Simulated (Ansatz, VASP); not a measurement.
**BN in VASP and in Ansatz**

INCAR

```
SYSTEM = BN
  AGGAC = 1.0
  AGGAX = 1.0
  ALDAC = 0.0
  ALDAX = 1.0
  ALGO = Normal
  EDIFF = 1E-6
  EDIFFG = -0.01
  ENCUT = 600
  GGA = B5
  IBRION = 2
  ISIF = 3
  ISMEAR = -1
  IVDW = 13
  LASPH = .True.
  LCHARG = .False.
  LREAL = .False.
  LWAVE = .False.
  NELM = 80
  NSW = 60
  PREC = Accurate
  SIGMA = 0.05
  VDW_A1 = 0.44488865
  VDW_A2 = 4.0933009
  VDW_S6 = 1.0
  VDW_S8 = 2.34076671
```

KPOINTS

```
k-points
0
Gamma
  12 12 4
  0 0 0
```

File POSCAR:

```
BN
1.0
    2.4982400000      0.0000000000      0.0000000000
   -1.2491200000      2.1635393048      0.0000000000
    0.0000000000      0.0000000000      6.6357000000
N B
2 2
Direct
    0.6666666667      0.3333333333      0.2500000000
    0.3333333333      0.6666666667      0.7500000000
    0.6666666667      0.3333333333      0.7500000000
    0.3333333333      0.6666666667      0.2500000000
```

input.yaml

```yaml
crystal:
  lattice:
    - [2.49824, 0.0, 0.0]
    - [-1.24912, 2.1635393048, 0.0]
    - [0.0, 0.0, 6.6357]
  atoms:
    - { symbol: "N", position: [0.6666666667, 0.3333333333, 0.25] }
    - { symbol: "N", position: [0.3333333333, 0.6666666667, 0.75] }
    - { symbol: B, position: [0.6666666667, 0.3333333333, 0.75] }
    - { symbol: B, position: [0.3333333333, 0.6666666667, 0.25] }
hamiltonian:
  xc: blyp
  pseudopotentials: { kind: paw }
  dispersion: d4
kpoints:
  mp_grid: { grid: [12, 12, 4] }
scf:
  occupations: { method: fermi_dirac, width: 0.05 }
output:
  forces: true
  stress: true
  write_density: true
  write_potential: true
  elf: true
  volumetric_format: npy
relax:
  f_tol: 0.01
  max_steps: 40
  cell: { stress_tol: 0.05 }
```

Alike in both runs: task relaxation of cell and atoms; functional BLYP; dispersion D4; k mesh 12 × 12 × 4; occupations fermi-dirac, width 0.05 eV; no spin polarisation.

|  | VASP | Ansatz |
| --- | --- | --- |
| version | VASP 6.6.1 | Ansatz 0.2.0 |
| potentials or method | VASP PAW PBE potentials, release 64 (N, B) | Ansatz PAW |
| plane-wave cutoff (eV) | 600 | 420 |
| valence electrons in the cell | 16 | 16 |

```tsv
	VASP	Ansatz	Ansatz less VASP
gap on the k mesh at the Fermi level, each at its own relaxed structure (eV)	4.24	4.25	+0.006
relaxed volume (Å³/atom)	8.57	8.63	+0.060
relaxed cell length with the largest relative difference (Å)	6.305	6.344	+0.0396
```

VASP's potentials were made for PBE, not for BLYP.

Noted on Ansatz's run: the plane-wave basis is chosen anew once the cell has moved, so the energies of steps on either side of that aren't comparable.
